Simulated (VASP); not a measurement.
# ScSb2P3 (P6mm) in VASP: a series of runs

The runs below take ScSb2P3 through single point, relaxation of cell and atoms, with PBE.

Everything below comes from runs of VASP 6.6.1. Logs are shortened: lines on timing, memory, paths and dates and some standing lists are left out, and cuts for length are marked.

## 1. The cell of the first run

It takes space group P6mm (No. 183, hexagonal). The conventional cell has a = 5.176 Å, b = 5.176 Å, c = 5.540 Å, α = 90.00°, β = 90.00°, γ = 120.00°. Within 3.7 Å of Sc (site symmetry 6mm) lie 6 P at 2.82 Å and 6 Sb at 3.44 Å. Within 3.9 Å of Sb (site symmetry 3m) lie 3 Sb at 2.99 Å and 6 P at 3.09 to 3.20 Å and 3 Sc at 3.44 Å. P (site symmetry 2mm) has 4 P at 2.59 Å and 2 Sc at 2.82 Å and 4 Sb at 3.09 to 3.20 Å within 3.4 Å.

The cell was generated, and may not be a known phase.

## 2. Single point, PBE

Input file INCAR:

```
SYSTEM = ScSb2P3
ALGO = Normal ; EDIFF = 1E-6
ENCUT = 520 ; GGA = PE
ISIF = 2 ; ISMEAR = 0
LASPH = .True. ; LCHARG = .False.
LREAL = .False. ; LWAVE = .False.
NBANDS = 27 ; NELM = 80
PREC = Accurate ; SIGMA = 0.1
```

Input file KPOINTS:

```
k-points
0
Gamma
  6 6 4
  0 0 0
```

Input file POSCAR:

```
ScSb2P3
1.0
    5.1762752455      0.0000000000      0.0000000000
   -2.5881376227      4.4827858596      0.0000000000
    0.0000000000      0.0000000000      5.5402810078
Sc Sb P
1 2 3
Direct
    0.0000000000      0.0000000000      0.1942351956
    0.6666666667      0.3333333333      0.5019715584
    0.3333333333      0.6666666667      0.5019715584
    0.0000000000      0.5000000000     -0.0093944675
    0.5000000000      0.0000000000     -0.0093944675
    0.5000000000      0.5000000000     -0.0093944675
```

Potentials or basis: VASP PAW PBE potentials, release 64 (Sc_sv, Sb, P).

Started as:

```sh
cat potpaw_PBE.64/Sc_sv/POTCAR potpaw_PBE.64/Sb/POTCAR potpaw_PBE.64/P/POTCAR > POTCAR
mpirun -np 1 vasp_std > vasp.out
```

OUTCAR:

```text
SYSTEM = ScSb2P3
   EDIFF = 1E-6
   ENCUT = 520
   GGA = PE
   ISIF = 2
   ISMEAR = 0
   LASPH = .True.
   LREAL = .False.
   NELM = 80
   PREC = Accurate

 ion  position               nearest neighbor table
   1  0.000  0.000  0.194-   4 2.82   4 2.82   5 2.82   5 2.82   6 2.82   6 2.82   2 3.44   3 3.44
                             2 3.44   3 3.44   2 3.44   3 3.44
   2  0.667  0.333  0.502-   3 2.99   3 2.99   3 2.99   5 3.09   4 3.09   6 3.09   5 3.20   4 3.20
                             6 3.20   1 3.44   1 3.44   1 3.44
   3  0.333  0.667  0.502-   2 2.99   2 2.99   2 2.99   5 3.09   4 3.09   6 3.09   5 3.20   4 3.20
                             6 3.20   1 3.44   1 3.44   1 3.44
   4  0.000  0.500  0.991-   6 2.59   6 2.59   5 2.59   5 2.59   1 2.82   1 2.82   3 3.09   2 3.09
                             2 3.20   3 3.20
   5  0.500  0.000  0.991-   6 2.59   6 2.59   4 2.59   4 2.59   1 2.82   1 2.82   3 3.09   2 3.09
                             2 3.20   3 3.20
   6  0.500  0.500  0.991-   5 2.59   5 2.59   4 2.59   4 2.59   1 2.82   1 2.82   3 3.09   2 3.09
                             2 3.20   3 3.20

  LATTYP: Found a hexagonal cell.
 ALAT       =     5.1762752455
 C/A-ratio  =     1.0703219487

  Lattice vectors:

 A1 = (   5.1762752455,   0.0000000000,   0.0000000000)
 A2 = (  -2.5881376227,   4.4827858596,   0.0000000000)
 A3 = (   0.0000000000,   0.0000000000,   5.5402810078)

Analysis of symmetry for initial positions (statically):
=====================================================================
 Subroutine PRICEL returns:
 Original cell was already a primitive cell.

 Routine SETGRP: Setting up the symmetry group for a
 hexagonal supercell.

 Subroutine GETGRP returns: Found 12 space group operations
 (whereof 12 operations were pure point group operations)
 out of a pool of 24 trial point group operations.

The static configuration has the point symmetry C_6v.

Analysis of symmetry for dynamics (positions and initial velocities):
=====================================================================
 Subroutine PRICEL returns:
 Original cell was already a primitive cell.

 Routine SETGRP: Setting up the symmetry group for a
 hexagonal supercell.

 Subroutine GETGRP returns: Found 12 space group operations
 (whereof 12 operations were pure point group operations)
 out of a pool of 24 trial point group operations.

The dynamic configuration has the point symmetry C_6v.

 Subroutine INISYM returns: Found 12 space group operations
 (whereof 12 operations are pure point group operations),
 and found     1 'primitive' translations

----------------------------------------------------------------------------------------

                                     Primitive cell

  volume of cell :     128.5574

  direct lattice vectors                    reciprocal lattice vectors
     5.176275246  0.000000000  0.000000000     0.193189108  0.111537784  0.000000000
    -2.588137623  4.482785860  0.000000000     0.000000000  0.223075568  0.000000000
     0.000000000  0.000000000  5.540281008     0.000000000  0.000000000  0.180496260

  length of vectors
     5.176275246  5.176275245  5.540281008     0.223075568  0.223075568  0.180496260

  position of ions in fractional coordinates (direct lattice)
     0.000000000  0.000000000  0.194235196
     0.666666667  0.333333333  0.501971558
     0.333333333  0.666666667  0.501971558
     0.000000000  0.500000000  0.990605532
     0.500000000  0.000000000  0.990605532
     0.500000000  0.500000000  0.990605532

  ion indices of the primitive-cell ions
   primitive index   ion index
                 1           1
                 2           2
                 3           3
                 4           4
                 5           5
                 6           6

----------------------------------------------------------------------------------------

 KPOINTS: k-points

Automatic generation of k-mesh.
 Grid dimensions read from file:
 generate k-points for:    6    6    4

 Generating k-lattice:

  Cartesian coordinates                     Fractional coordinates (reciprocal lattice)
     0.032198185  0.018589631  0.000000000     0.166666667  0.000000000  0.000000000
     0.000000000  0.037179261  0.000000000     0.000000000  0.166666667  0.000000000
     0.000000000  0.000000000  0.045124065     0.000000000  0.000000000  0.250000000

  Length of vectors
     0.037179261  0.037179261  0.045124065

  Shift w.r.t. Gamma in fractional coordinates (k-lattice)
     0.000000000  0.000000000  0.000000000

 Subroutine IBZKPT returns following result:
 ===========================================

 Found     21 irreducible k-points:

 Following reciprocal coordinates:
            Coordinates               Weight
  0.000000  0.000000  0.000000      1.000000
  0.166667  0.000000  0.000000      6.000000
  0.333333  0.000000  0.000000      6.000000
  0.500000 -0.000000  0.000000      3.000000
  0.166667  0.166667  0.000000      6.000000
  0.333333  0.166667  0.000000     12.000000
[... 13 lines left out ...]
  0.333333  0.166667  0.500000     12.000000
  0.333333  0.333333  0.500000      2.000000
   k-points           NKPTS =     21   k-points in BZ     NKDIM =     21   number of bands    NBANDS=     27
   number of dos      NEDOS =    301   number of ions     NIONS =      6
   total plane-waves  NPLWV =  67200
   dimension x,y,z NGX =    40 NGY =   40 NGZ =   42
   dimension x,y,z NGXF=    80 NGYF=   80 NGZF=   84
   ions per type =               1   2   3
   NGX,Y,Z   is equivalent  to a cutoff of  12.85, 12.85, 12.60 a.u.
   NGXF,Y,Z  is equivalent  to a cutoff of  25.69, 25.69, 25.21 a.u.
 SYSTEM =  ScSb2P3
   PREC   = accura    normal or accurate (medium, high low for compatibility)
   ISTART =      0    job   : 0-new  1-cont  2-samecut
   ICHARG =      2    charge: 1-file 2-atom 10-const
   ISPIN  =      1    spin polarized calculation?
   LNONCOLLINEAR =      F non collinear calculations
   LSORBIT =      F    spin-orbit coupling
   LASPH  =      T    aspherical Exc in radial PAW
   ENCUT  =  520.0 eV  38.22 Ry    6.18 a.u.   9.62  9.62 10.30*2*pi/ulx,y,z
   NELM   =     80;   NELMIN=  2; NELMDL= -5     # of ELM steps
   EDIFF  = 0.1E-05   stopping-criterion for ELM
   LREAL  =      F    real-space projection
[... 15 lines left out ...]
   IALGO  =     38    algorithm
   IMIX   =      4    mixing-type and parameters
     AMIX     =   0.40;   BMIX     =  1.00
     AMIX_MAG =   1.60;   BMIX_MAG =  1.00
  volume/ion in A,a.u.               =      21.43       144.59
  Fermi-wavevector in a.u.,A,eV,Ry     =   1.071051  2.023992 15.607912  1.147149
  Thomas-Fermi vector in A             =   2.206779
   LORBIT       =      0    0 simple, 1 ext, 2 COOP (PROOUT), +10 PAW based schemes
   GGA     = PE    functional components
   LHFCALC =     F    Hartree Fock is set to
   AEXX    =    0.0000 exact exchange contribution
   IVDW    =     0    specifies the selected vdW correction
   LEPSILON=     F    determine dielectric tensor
   LRPA    =     F    only Hartree local field effects (RPA)
 non-spin polarized calculation
 Gauss-broadening in eV      SIGMA  =   0.10
  energy-cutoff  :      520.00
  volume of cell :      128.56
 maximum number of plane-waves:      3500
 NGX is ok and might be reduce to    40
   NGX = 19   NGY = 19   NGZ = 21

 number of electron      35.9999999 magnetization

 Free energy of the ion-electron system (eV)
  ---------------------------------------------------
  ext. energy  EPLUGINS =         0.00000000
  ---------------------------------------------------
  free energy    TOTEN  =       -30.21083532 eV

  energy without entropy =      -30.19855793  energy(sigma->0) =      -30.20469662

 E-fermi :   7.5544     XC(G=0): -10.1990

 val. band max:        7.5387594462   @ k =   0.0000   0.0000   0.2500
 cond. band min:       7.6067239097   @ k =   0.1667   0.0000   0.0000
 fundamental gap:      0.0679644634
 Fermi energy:         7.5543604327

 k-point     1 :       0.0000    0.0000    0.0000
  band No.  band energies     occupation
      1     -42.5799      2.00000
      2     -21.3141      2.00000
      3     -21.1734      2.00000
      4     -21.1734      2.00000
      5      -6.7311      2.00000
      6      -2.9578      2.00000
[... 19 lines left out ...]
     26      10.9828      0.00000
     27      11.3946      0.00000

 k-point     2 :       0.1667    0.0000    0.0000
  band No.  band energies     occupation
      1     -42.5799      2.00000
      2     -21.3139      2.00000
      3     -21.1746      2.00000
      4     -21.1737      2.00000
      5      -6.5603      2.00000
      6      -2.8044      2.00000
[... 19 lines left out ...]
     26      11.0414      0.00000
     27      11.2621      0.00000

 k-point     3 :       0.3333    0.0000    0.0000
  band No.  band energies     occupation
      1     -42.5798      2.00000
      2     -21.3136      2.00000
      3     -21.1770      2.00000
      4     -21.1743      2.00000
      5      -6.0822      2.00000
      6      -3.7817      2.00000
[... 19 lines left out ...]
     26      10.4049      0.00000
     27      11.2052      0.00000

 k-point     4 :       0.5000   -0.0000    0.0000
  band No.  band energies     occupation
      1     -42.5798      2.00000
      2     -21.3134      2.00000
      3     -21.1782      2.00000
      4     -21.1746      2.00000
      5      -5.6258      2.00000
      6      -4.5229      2.00000
[... 19 lines left out ...]
     26      10.7888      0.00000
     27      11.1681      0.00000

 k-point     5 :       0.1667    0.1667    0.0000
  band No.  band energies     occupation
      1     -42.5798      2.00000
      2     -21.3136      2.00000
      3     -21.1762      2.00000
      4     -21.1744      2.00000
      5      -6.2320      2.00000
      6      -3.4322      2.00000
[... 19 lines left out ...]
     26      11.1878      0.00000
     27      11.1918      0.00000

 k-point     6 :       0.3333    0.1667    0.0000
  band No.  band energies     occupation
      1     -42.5798      2.00000
      2     -21.3134      2.00000
      3     -21.1776      2.00000
      4     -21.1752      2.00000
      5      -5.6635      2.00000
      6      -4.4161      2.00000
[... 354 lines left out ...]
      1     -42.5798      2.00000
      2     -21.3137      2.00000
      3     -21.1781      2.00000
      4     -21.1746      2.00000
      5      -5.1949      2.00000
      6      -4.1029      2.00000
[... 19 lines left out ...]
     26       9.9890      0.00000
     27      10.3004      0.00000

 k-point    19 :       0.1667    0.1667    0.5000
  band No.  band energies     occupation
      1     -42.5798      2.00000
      2     -21.3140      2.00000
      3     -21.1761      2.00000
      4     -21.1744      2.00000
      5      -5.7804      2.00000
      6      -3.9315      2.00000
[... 19 lines left out ...]
     26      10.3304      0.00000
     27      10.6272      0.00000

 k-point    20 :       0.3333    0.1667    0.5000
  band No.  band energies     occupation
      1     -42.5798      2.00000
      2     -21.3137      2.00000
      3     -21.1775      2.00000
      4     -21.1752      2.00000
      5      -5.2289      2.00000
      6      -4.0010      2.00000
[... 19 lines left out ...]
     26       9.9755      0.00000
     27      10.8399      0.00000

 k-point    21 :       0.3333    0.3333    0.5000
  band No.  band energies     occupation
      1     -42.5798      2.00000
      2     -21.3136      2.00000
      3     -21.1767      2.00000
      4     -21.1767      2.00000
      5      -4.6455      2.00000
      6      -4.6455      2.00000
[... 19 lines left out ...]
     26       9.7825      0.00000
     27      10.3564      0.00000

------------------------ aborting loop because EDIFF is reached ----------------------------------------

  FORCE on cell =-STRESS in cart. coord.  units (eV):
  Direction    XX          YY          ZZ          XY          YZ          ZX
  --------------------------------------------------------------------------------------
  -------------------------------------------------------------------------------------
  Total        0.0209764      0.0209764      0.2054847      0.0000000      0.0000000     -0.0000000
  in kB        0.2614237      0.2614237      2.5609023      0.0000000      0.0000000     -0.0000000
  external PRESSURE =       1.0279166 kB  Pullay stress =       0.0000000 kB

 VOLUME and BASIS-vectors are now :
 -----------------------------------------------------------------------------
  energy-cutoff  :      520.00
  volume of cell :      128.56
      direct lattice vectors                 reciprocal lattice vectors
     5.176275246  0.000000000  0.000000000     0.193189108  0.111537784  0.000000000
    -2.588137623  4.482785860  0.000000000     0.000000000  0.223075568  0.000000000
     0.000000000  0.000000000  5.540281008     0.000000000  0.000000000  0.180496260

 POSITION                                       TOTAL-FORCE (eV/Angst)
 -----------------------------------------------------------------------------------
      0.00000      0.00000      1.07612         0.000000     -0.000000      0.013324
      2.58814      1.49426      2.78106        -0.000000     -0.000000     -0.006201
     -0.00000      2.98852      2.78106         0.000000     -0.000000     -0.006201
     -1.29407      2.24139      5.48823        -0.000000     -0.000000     -0.000307
      2.58814      0.00000      5.48823        -0.000000      0.000000     -0.000307
      1.29407      2.24139      5.48823         0.000000     -0.000000     -0.000307
 -----------------------------------------------------------------------------------
    total drift:                                0.000000      0.000000     -0.001622

  FREE ENERGIE OF THE ION-ELECTRON SYSTEM (eV)
  ---------------------------------------------------
  free  energy   TOTEN  =       -30.2108353195 eV

  energy  without entropy=      -30.1985579256  energy(sigma->0) =      -30.20469662
```

It took 78 s on 1 thread of Intel Xeon Platinum 8259CL at 2.50GHz (Skylake/Cascade Lake), shared host; peak memory 0.28 GiB.

What came out:

- Free energy: -30.2108 eV
- Pressure: 0.1 GPa
- Largest force: 0.013 eV/Å
- Band gap on the k mesh: zero (bands 18 and 19 overlap by 1.21 eV)

Forces in eV/Å, atoms in the order of the input:
```
Sc   0.000  0.000  0.013
Sb   0.000  0.000 -0.006
Sb   0.000  0.000 -0.006
P    0.000  0.000  0.000
P    0.000  0.000  0.000
P    0.000  0.000  0.000
```

Levels at points of the mesh, in eV from the Fermi level:
| k point | band 15 | band 16 | band 17 | band 18 | band 19 | band 20 | band 21 | band 22 |
| --- | --- | --- | --- | --- | --- | --- | --- | --- |
| (0.00, 0.00, 0.00) | -2.82 | -1.43 | -1.43 | -0.84 | -0.50 | -0.50 | 0.37 | 2.34 |
| (0.50, 0.00, 0.00) | -1.80 | -1.32 | -1.30 | -1.26 | -0.98 | 0.42 | 1.29 | 2.29 |
| (0.00, 0.00, 0.50) | -2.96 | -1.93 | -0.79 | -0.79 | 1.16 | 1.16 | 1.30 | 2.22 |
| (0.50, 0.00, 0.50) | -1.41 | -1.35 | -1.29 | -0.78 | -0.73 | 0.21 | 0.88 | 1.29 |

Caveat: spin-orbit coupling is left out, which moves the levels of the heavy elements.

## 3. Relaxation of cell and atoms, PBE

This run uses another cell than the first one, of 22.50 Å³/atom.

Input file INCAR:

```
PREC = Accurate ; ENCUT = 600
EDIFF = 1E-6 ; ISMEAR = 0
SIGMA = 0.1 ; LREAL = F
LASPH = T ; NELM = 100
ALGO = Normal ; ISIF = 3
LWAVE = F ; LCHARG = F
GGA = PE ; IBRION = 2
NSW = 90 ; EDIFFG = -0.04
```

Input file KPOINTS:

```
Automatic mesh
0
Gamma
  6 6 4
```

Input file POSCAR:

```
ScSb2P3
1.0
    5.6671650378      0.0000000000      0.0000000000
   -2.8335825189      4.9079088902      0.0000000000
    0.0000000000      0.0000000000      4.8528654725
Sc Sb P
1 2 3
Direct
    0.0000000000      0.0000000000      0.0744157212
    0.6666666667      0.3333333333      0.5238526326
    0.3333333333      0.6666666667      0.5238526326
    0.0000000000      0.5000000000      0.0159579745
    0.5000000000      0.0000000000      0.0159579745
    0.5000000000      0.5000000000      0.0159579745
```

Potentials or basis: VASP PAW PBE potentials, release 64 (Sc_sv, Sb, P).

Started as:

```sh
cat potpaw_PBE.64/Sc_sv/POTCAR potpaw_PBE.64/Sb/POTCAR potpaw_PBE.64/P/POTCAR > POTCAR
mpirun -np 1 vasp_std > vasp.out
```

It took 29 min on 1 thread of Intel Xeon Platinum 8259CL at 2.50GHz (Skylake/Cascade Lake), shared host; peak memory 0.36 GiB.

It converged, with:

```yaml
Free_energy: -30.2109 eV
Relaxed_volume: 21.51 Å³/atom
Relaxed_cell: a = 5.177 Å, b = 5.177 Å, c = 5.560 Å, α = 90.00°, β = 90.00°, γ = 120.00°
Space_group_after_relaxing_to_0.1_Å: P6mm (No. 183)
Energy_gained_by_relaxing: 116.8 meV/atom
Ionic_steps: 32
Pressure_after_relaxing: -0.1 GPa
Largest_force_after_relaxing: 0.035 eV/Å
Band_gap_on_the_k_mesh: zero (bands 18 and 19 overlap by 1.19 eV)
```

Forces in eV/Å, atoms in the order of the input:
```
Sc   0.000  0.000  0.035
Sb   0.000  0.000  0.001
Sb   0.000  0.000  0.001
P    0.000  0.000 -0.012
P    0.000  0.000 -0.012
P    0.000  0.000 -0.012
```

Stress tensor (GPa, compression positive):
```
-0.02  0.00  0.00
 0.00 -0.02  0.00
 0.00  0.00 -0.19
```

Step by step:
| step | energy change (eV) | largest force (eV/Å) | pressure (GPa) | volume (Å³) |
| --- | --- | --- | --- | --- |
| 1 | 0.0000 | 0.0651 | -1.17 | 134.98 |
| 2 | -0.0588 | 0.0964 | 0.65 | 131.77 |
| 3 | -0.0655 | 0.2460 | 4.52 | 125.82 |
| 4 | -0.0814 | 0.1398 | 2.53 | 128.66 |
| 5 | -0.1150 | 0.1758 | 2.57 | 128.76 |
| 6 | -0.1813 | 0.3387 | 2.59 | 128.96 |
| 7 | -0.2597 | 0.6422 | 3.17 | 128.86 |
| 8 | -0.3226 | 0.5697 | 0.64 | 133.62 |
| 9 | -0.3260 | 0.5464 | -0.03 | 135.06 |
| 10 | -0.3424 | 0.5452 | -0.27 | 135.14 |
| 11 | -0.3712 | 0.5276 | -0.89 | 135.37 |
| 12 | -0.3560 | 0.4068 | -1.73 | 135.72 |
| 13 | -0.3748 | 0.5040 | -1.23 | 135.51 |
| 14 | -0.3854 | 0.5105 | -1.08 | 135.02 |
| 15 | -0.4140 | 0.5273 | -0.61 | 133.57 |
| 16 | -0.4545 | 0.5390 | 0.40 | 130.70 |
| 17 | -0.4335 | 0.4518 | 2.96 | 125.07 |
| 18 | -0.4648 | 0.5187 | 1.19 | 128.76 |
| 19 | -0.4988 | 0.4809 | 1.12 | 128.56 |
| 20 | -0.5866 | 0.3538 | 0.92 | 127.94 |
| 21 | -0.6271 | 0.4236 | 1.05 | 126.62 |
| 22 | -0.6415 | 0.4092 | 0.93 | 127.12 |
| 23 | -0.6702 | 0.2989 | 0.19 | 128.47 |
| 24 | -0.6842 | 0.1715 | -0.75 | 130.46 |
| 25 | -0.6915 | 0.1314 | -0.17 | 129.44 |
| 26 | -0.6931 | 0.1004 | 0.26 | 128.70 |
| 27 | -0.6970 | 0.1008 | 0.17 | 128.77 |
| 28 | -0.6988 | 0.1028 | 0.03 | 128.88 |
| 29 | -0.6989 | 0.1028 | 0.06 | 128.87 |
| 30 | -0.6997 | 0.0832 | -0.05 | 129.03 |
| 31 | -0.7004 | 0.0434 | -0.24 | 129.36 |
| 32 | -0.7010 | 0.0352 | -0.08 | 129.04 |

Final structure:
```
CELL_PARAMETERS angstrom
5.17683 0.00000 0.00000
-2.58842 4.48327 0.00000
0.00000 0.00000 5.55995
ATOMIC_POSITIONS crystal
Sc 0.00000 0.00000 0.19270
Sb 0.66667 0.33333 0.50202
Sb 0.33333 0.66667 0.50202
P 0.00000 0.50000 0.99108
P 0.50000 0.00000 0.99108
P 0.50000 0.50000 0.99108
```

Levels at points of the mesh, in eV from the Fermi level:
```csv
k point,band 14,band 15,band 16,band 17,band 18,band 19,band 20,band 21,band 22
"(0.00, 0.00, 0.00)",-2.82,-2.82,-1.41,-1.41,-0.82,-0.49,-0.49,0.39,2.32
"(0.50, 0.00, 0.00)",-2.25,-1.81,-1.31,-1.28,-1.24,-0.97,0.44,1.29,2.28
"(0.00, 0.00, 0.50)",-4.34,-2.99,-1.95,-0.78,-0.78,1.13,1.13,1.30,2.22
"(0.50, 0.00, 0.50)",-1.99,-1.42,-1.34,-1.30,-0.78,-0.73,0.19,0.87,1.28
```

Caveat: spin-orbit coupling is left out, which moves the levels of the heavy elements.

The gap in the log of VASP goes by the Fermi energy; the results here count the filled bands.